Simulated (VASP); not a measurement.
# ReP (F-43m) in VASP: notebook, part 2 of 2

VASP 6.6.1.

### Step 3. Single point, PBEsol (17.64 Å³/atom)

This run uses another cell than the first one, of 17.64 Å³/atom.

INCAR

```
SYSTEM = ReP
PREC = Accurate
ENCUT = 560
EDIFF = 1E-6
ISMEAR = 0
SIGMA = 0.05
LREAL = .False.
LASPH = .True.
NELM = 120
ALGO = Normal
ISIF = 2
LWAVE = .False.
LCHARG = .False.
GGA = PS
NBANDS = 17
GGA_COMPAT = .False.
```

KPOINTS

```
regular mesh
0
Gamma
  12 12 12
  0 0 0
```

POSCAR

```
ReP
1.0
    0.0000000000      2.6031828477      2.6031828477
    2.6031828477      0.0000000000      2.6031828477
    2.6031828477      2.6031828477      0.0000000000
Re P
1 1
Direct
    0.0000000000      0.0000000000      0.0000000000
    0.2500000000      0.2500000000      0.2500000000
```

Potentials or basis: VASP PAW PBE potentials, release 64 (Re_sv_GW, P).

Command:

```sh
> cat potpaw_PBE.64/Re_sv_GW/POTCAR potpaw_PBE.64/P/POTCAR > POTCAR
> mpirun -np 1 vasp_std > vasp.out
```

OUTCAR:

```text
SYSTEM = ReP
   PREC = Accurate
   ENCUT = 560
   EDIFF = 1E-6
   ISMEAR = 0
   LREAL = .False.
   LASPH = .True.
   NELM = 120
   ISIF = 2
   GGA = PS

 ion  position               nearest neighbor table
   1  0.000  0.000  0.000-   2 2.25   2 2.25   2 2.25   2 2.25
   2  0.250  0.250  0.250-   1 2.25   1 2.25   1 2.25   1 2.25

  LATTYP: Found a face centered cubic cell.
 ALAT       =     5.2063656954

  Lattice vectors:

 A1 = (   0.0000000000,   2.6031828477,   2.6031828477)
 A2 = (   2.6031828477,   0.0000000000,   2.6031828477)
 A3 = (   2.6031828477,   2.6031828477,   0.0000000000)

Analysis of symmetry for initial positions (statically):
=====================================================================
 Subroutine PRICEL returns:
 Original cell was already a primitive cell.

 Routine SETGRP: Setting up the symmetry group for a
 face centered cubic supercell.

 Subroutine GETGRP returns: Found 24 space group operations
 (whereof 24 operations were pure point group operations)
 out of a pool of 48 trial point group operations.

The static configuration has the point symmetry T_d .

Analysis of symmetry for dynamics (positions and initial velocities):
=====================================================================
 Subroutine PRICEL returns:
 Original cell was already a primitive cell.

 Routine SETGRP: Setting up the symmetry group for a
 face centered cubic supercell.

 Subroutine GETGRP returns: Found 24 space group operations
 (whereof 24 operations were pure point group operations)
 out of a pool of 48 trial point group operations.

The dynamic configuration has the point symmetry T_d .

 Subroutine INISYM returns: Found 24 space group operations
 (whereof 24 operations are pure point group operations),
 and found     1 'primitive' translations

----------------------------------------------------------------------------------------

[... 110 lines left out ...]
   IMIX   =      4    mixing-type and parameters
     AMIX     =   0.40;   BMIX     =  1.00
     AMIX_MAG =   1.60;   BMIX_MAG =  1.00
  volume/ion in A,a.u.               =      17.64       119.04
  Fermi-wavevector in a.u.,A,eV,Ry     =   1.354888  2.560368 24.976518  1.835722
  Thomas-Fermi vector in A             =   2.482022
   LORBIT       =      0    0 simple, 1 ext, 2 COOP (PROOUT), +10 PAW based schemes
   GGA     = PS    functional components
   LHFCALC =     F    Hartree Fock is set to
   AEXX    =    0.0000 exact exchange contribution
   IVDW    =     0    specifies the selected vdW correction
   LEPSILON=     F    determine dielectric tensor
   LRPA    =     F    only Hartree local field effects (RPA)
 non-spin polarized calculation
 Gauss-broadening in eV      SIGMA  =   0.05
  energy-cutoff  :      560.00
  volume of cell :       35.28
 maximum number of plane-waves:      1074
   NGX = 15   NGY = 15   NGZ = 15

 number of electron      19.9999998 magnetization

 Free energy of the ion-electron system (eV)
  ---------------------------------------------------
  ext. energy  EPLUGINS =         0.00000000
  ---------------------------------------------------
  free energy    TOTEN  =       -19.97193049 eV

  energy without entropy =      -19.97012205  energy(sigma->0) =      -19.97102627

 E-fermi :   8.0853     XC(G=0): -11.5887

 val. band max:        8.0804284886   @ k =   0.5000   0.0833   0.0000
 cond. band min:       8.1033981650   @ k =   0.4167   0.2500   0.0000
 fundamental gap:      0.0229696765
 Fermi energy:         8.0852794335

 k-point     1 :       0.0000    0.0000    0.0000
  band No.  band energies     occupation
      1     -71.2843      2.00000
      2     -33.1705      2.00000
      3     -33.1705      2.00000
      4     -33.1705      2.00000
      5      -4.6068      2.00000
      6       3.4841      2.00000
[... 457 lines left out ...]
      4     -33.1838      2.00000
      5      -2.7201      2.00000
      6       2.9000      2.00000
[... 9 lines left out ...]
     16      18.7573      0.00000
     17      20.3863      0.00000

 [... further k-points ...]

------------------------ aborting loop because EDIFF is reached ----------------------------------------

  FORCE on cell =-STRESS in cart. coord.  units (eV):
  Direction    XX          YY          ZZ          XY          YZ          ZX
  --------------------------------------------------------------------------------------
  -------------------------------------------------------------------------------------
  Total        1.1480043      1.1480043      1.1480043     -0.0000000     -0.0000000     -0.0000000
  in kB       52.1326828     52.1326828     52.1326828     -0.0000000     -0.0000000     -0.0000000
  external PRESSURE =      52.1326828 kB  Pullay stress =       0.0000000 kB

 VOLUME and BASIS-vectors are now :
 -----------------------------------------------------------------------------
  energy-cutoff  :      560.00
  volume of cell :       35.28
      direct lattice vectors                 reciprocal lattice vectors
     0.000000000  2.603182848  2.603182848    -0.192072562  0.192072562  0.192072562
     2.603182848  0.000000000  2.603182848     0.192072562 -0.192072562  0.192072562
     2.603182848  2.603182848  0.000000000     0.192072562  0.192072562 -0.192072562

 POSITION                                       TOTAL-FORCE (eV/Angst)
 -----------------------------------------------------------------------------------
      0.00000      0.00000      0.00000         0.000000      0.000000      0.000000
      1.30159      1.30159      1.30159        -0.000000     -0.000000     -0.000000
 -----------------------------------------------------------------------------------
    total drift:                                0.000000      0.000000      0.000000

  FREE ENERGIE OF THE ION-ELECTRON SYSTEM (eV)
  ---------------------------------------------------
  free  energy   TOTEN  =       -19.9719304934 eV

  energy  without entropy=      -19.9701220454  energy(sigma->0) =      -19.97102627
```

Run time: 21 s. Hardware: 1 thread of Intel Xeon 6975P-C (Granite Rapids), shared host; peak memory 0.19 GiB.

What came out:

* Free energy: -19.9719 eV
* Pressure: 5.2 GPa
* Band gap on the k mesh: zero (bands 10 and 11 overlap by 0.45 eV)

Levels at points of the mesh, in eV from the Fermi level:
| k point | band 7 | band 8 | band 9 | band 10 | band 11 | band 12 | band 13 | band 14 |
| --- | --- | --- | --- | --- | --- | --- | --- | --- |
| (0.00, 0.00, 0.00) | -4.60 | -4.60 | -0.85 | -0.85 | 3.95 | 6.62 | 6.62 | 6.62 |
| (0.50, 0.00, 0.00) | -4.09 | -4.09 | -0.25 | -0.25 | -0.07 | 3.82 | 3.82 | 5.40 |
| (0.50, 0.50, 0.00) | -2.57 | -2.57 | -1.99 | -0.16 | 0.46 | 1.26 | 1.26 | 9.00 |

Caveat: the cell stands under pressure; the PAW data sets were made with another functional, which shifts forces and pressure a little; spin-orbit coupling is left out, which moves the levels of the heavy elements.

### Step 4. Single point, PBEsol (18.18 Å³/atom)

INCAR

```
SYSTEM = ReP
ALGO = Normal
EDIFF = 1E-6
ENCUT = 560
GGA = PS
GGA_COMPAT = .FALSE.
ISIF = 2
ISMEAR = 0
LASPH = .TRUE.
LCHARG = .TRUE.
LELF = .TRUE.
LREAL = .FALSE.
LVHAR = .TRUE.
LWAVE = .FALSE.
NBANDS = 17
NELM = 120
PREC = Accurate
SIGMA = 0.05
```

KPOINTS

```
k-points
0
G
  12 12 12
  0 0 0
```

POSCAR

```
ReP
1.0
    0.0000000000      2.6296704200      2.6296704200
    2.6296704200      0.0000000000      2.6296704200
    2.6296704200      2.6296704200      0.0000000000
Re P
1 1
Direct
    0.0000000000      0.0000000000      0.0000000000
    0.2500000000      0.2500000000      0.2500000000
```

Potentials or basis: VASP PAW PBE potentials, release 64 (Re_sv_GW, P).

Command:

```sh
> cat potpaw_PBE.64/Re_sv_GW/POTCAR potpaw_PBE.64/P/POTCAR > POTCAR
> mpirun -np 1 vasp_std > vasp.out
```

OUTCAR:

```text
SYSTEM = ReP
   EDIFF = 1E-6
   ENCUT = 560
   GGA = PS
   ISIF = 2
   ISMEAR = 0
   LASPH = .TRUE.
   LREAL = .FALSE.
   NELM = 120
   PREC = Accurate

 ion  position               nearest neighbor table
   1  0.000  0.000  0.000-   2 2.28   2 2.28   2 2.28   2 2.28
   2  0.250  0.250  0.250-   1 2.28   1 2.28   1 2.28   1 2.28

  LATTYP: Found a face centered cubic cell.
 ALAT       =     5.2593408400

  Lattice vectors:

 A1 = (   0.0000000000,   2.6296704200,   2.6296704200)
[... 666 lines left out ...]

------------------------ aborting loop because EDIFF is reached ----------------------------------------

  FORCE on cell =-STRESS in cart. coord.  units (eV):
  Direction    XX          YY          ZZ          XY          YZ          ZX
  --------------------------------------------------------------------------------------
  -------------------------------------------------------------------------------------
  Total       -0.1366327     -0.1366327     -0.1366327     -0.0000000      0.0000000      0.0000000
  in kB       -6.0190959     -6.0190959     -6.0190959     -0.0000000      0.0000000      0.0000000
  external PRESSURE =      -6.0190959 kB  Pullay stress =       0.0000000 kB

 VOLUME and BASIS-vectors are now :
 -----------------------------------------------------------------------------
  energy-cutoff  :      560.00
  volume of cell :       36.37
      direct lattice vectors                 reciprocal lattice vectors
     0.000000000  2.629670420  2.629670420    -0.190137896  0.190137896  0.190137896
     2.629670420  0.000000000  2.629670420     0.190137896 -0.190137896  0.190137896
     2.629670420  2.629670420  0.000000000     0.190137896  0.190137896 -0.190137896

 POSITION                                       TOTAL-FORCE (eV/Angst)
 -----------------------------------------------------------------------------------
      0.00000      0.00000      0.00000        -0.000000      0.000000      0.000000
      1.31484      1.31484      1.31484         0.000000     -0.000000     -0.000000
 -----------------------------------------------------------------------------------
    total drift:                               -0.000000     -0.000000     -0.000000

  FREE ENERGIE OF THE ION-ELECTRON SYSTEM (eV)
  ---------------------------------------------------
  free  energy   TOTEN  =       -19.9907422465 eV

  energy  without entropy=      -19.9889715918  energy(sigma->0) =      -19.98985692
```

stdout:

```text
POSCAR found type information on POSCAR ReP
 POSCAR found :  2 types and       2 ions
 scaLAPACK will be used
 -----------------------------------------------------------------------------
|                                                                             |
|                                                                             |
|     You enforced a specific xc type in the INCAR file but a different       |
|     I HOPE YOU KNOW WHAT YOU ARE DOING!                                     |
|                                                                             |
 -----------------------------------------------------------------------------

 LDA part: xc-table for (Slater+PW92), standard interpolation
 POSCAR, INCAR and KPOINTS ok, starting setup
 FFT: planning ... GRIDC
 FFT: planning ... GRID_SOFT
 FFT: planning ... GRID
 WAVECAR not read
 entering main loop
```

Run time: 65 s. Hardware: 1 thread of Intel Xeon Platinum 8488C (Sapphire Rapids), shared host; peak memory 0.21 GiB.

What came out:

```
Free energy            : -19.9907 eV
Pressure               : -0.6 GPa
Band gap on the k mesh : zero (bands 10 and 11 overlap by 0.42 eV)
```

Caveat: the PAW data sets were made with another functional, which shifts forces and pressure a little; spin-orbit coupling is left out, which moves the levels of the heavy elements.

### Step 5. Summary

```csv
cell,gap on the mesh (eV),pressure (GPa)
"a = 3.721 Å, angles 60.0°, 2 atoms",none,-0.9
"a = 3.681 Å, angles 60.0°, 2 atoms",none,5.2
"a = 3.719 Å, angles 60.0°, 2 atoms",none,-0.6
```

Alike in all rows: task single point; level PBEsol; potentials or basis VASP PAW PBE potentials, release 64 (Re_sv_GW, P); no spin polarisation; k mesh 12 × 12 × 12; cutoff (eV) 560; smearing gaussian 0.05 eV.

Caveats: the PAW data sets were made with another functional, which shifts forces and pressure a little; spin-orbit coupling is left out, which moves the levels of the heavy elements; the cell stands under pressure (at least some runs).

Total energies depend on the potentials used, so only differences within one code and one set of settings carry meaning.

The gap in the log of VASP goes by the Fermi energy; the results here count the filled bands.